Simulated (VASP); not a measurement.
KCl:

```
K Cl
1.0
     3.83920    0.00000    0.00000
     0.00000    3.83920    0.00000
     0.00000    0.00000    3.83920
K Cl
1 1
Direct
  0.00000 0.00000 0.00000
  0.50000 0.50000 0.50000
```

Base run:

- Program: VASP 6.6.1
- Functional: PBE
- Potentials or basis: VASP PAW PBE potentials, release 64 (K_sv, Cl)
- Cutoff: 520 eV
- k mesh: 7 × 7 × 7
- Occupations: fermi-dirac, width 0.05 eV
- Spin: no spin polarisation

Its results: band gap on the k mesh 4.82 eV, indirect (least direct gap 5.00 eV); pressure 0.0 GPa.

Task: The run is repeated on the same cell with these changes: functional from PBE to r2SCAN. What comes out?

Result: Band gap on the k mesh 5.58 eV, indirect (least direct gap 5.76 eV); pressure -1.1 GPa.

r2SCAN gives the wider gap, since meta-GGAs in the generalised Kohn-Sham scheme recover part of the derivative discontinuity.

Caveats: the PAW data sets were made with another functional, which shifts forces and pressure a little (some runs).

A k mesh can miss the band edges.
